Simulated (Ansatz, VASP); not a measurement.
**Au: VASP beside Ansatz**

```
Au
1.0
     2.66855    0.00000    0.00000
     0.00000    2.66855    0.00000
     0.00000    0.00000    2.66855
Au
1
Direct
  0.00000 0.00000 0.00000
```

Alike in both runs: task relaxation of cell and atoms; functional LDA; k mesh 16 × 16 × 16; occupations fermi-dirac, width 0.05 eV; no spin polarisation.

|  | VASP | Ansatz |
| --- | --- | --- |
| version | VASP 6.6.1 | Ansatz 0.2.0 |
| potentials or method | VASP PAW LDA potentials, release 64 (Au), cutoff 600 eV | all-electron LAPW, non-relativistic |

|  | VASP | Ansatz | Ansatz less VASP |
| --- | --- | --- | --- |
| relaxed volume (Å³/atom) | 19.07 | 22.56 | +3.488 |
| relaxed length of the cell vector where the two differ most in proportion (Å) | 2.672 | 2.826 | +0.1538 |

LDA's correlation is that of Perdew and Zunger in VASP and of Perdew and Wang (1992) in Ansatz. Ansatz ran all-electron here, and VASP with PAW potentials.

Neither program's run includes spin-orbit coupling.
